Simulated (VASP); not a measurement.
Here is a VASP 6.6.1 calculation.

File INCAR:

```
PREC = Accurate
ENCUT = 520
EDIFF = 1E-6
ISMEAR = -1
SIGMA = 0.05
LREAL = F
LASPH = T
NELM = 80
ALGO = Normal
ISIF = 2
LWAVE = F
LCHARG = T
GGA = PE
LELF = T
LVHAR = T
NBANDS = 25
```

File KPOINTS:

```
Automatic mesh
0
Gamma
  8 8 3
```

File POSCAR:

```
CaBr
1.0
    3.5914041327      0.0000000000      0.0000000000
   -1.7957020663      3.1102472142      0.0000000000
    0.0000000000      0.0000000000      9.3567112362
Br Ca
2 2
Direct
    0.6666666667      0.3333333333      0.5419885094
    0.3333333333      0.6666666667      0.0419885094
    0.6666666667      0.3333333333      0.8330114906
    0.3333333333      0.6666666667      0.3330114906
```

Potentials or basis: VASP PAW PBE potentials, release 64 (Br, Ca_sv).

Command:

```bash
$ cat potpaw_PBE.64/Br/POTCAR potpaw_PBE.64/Ca_sv/POTCAR > POTCAR
$ mpirun -np 1 vasp_std > vasp.out
```

Problem. What does it give for the band gap on the k mesh?

Solution. Zero (bands 17 and 18 overlap by 1.11 eV).

Problem. Predict the pressure.

Solution. 10.1 GPa.

Problem. Estimate the largest force.

Solution. 0.005 eV/Å.

Stress tensor (GPa, compression positive):
```
10.07  0.00  0.00
 0.00 10.07  0.00
 0.00  0.00 10.25
```

Caveat: the cell stands under pressure.
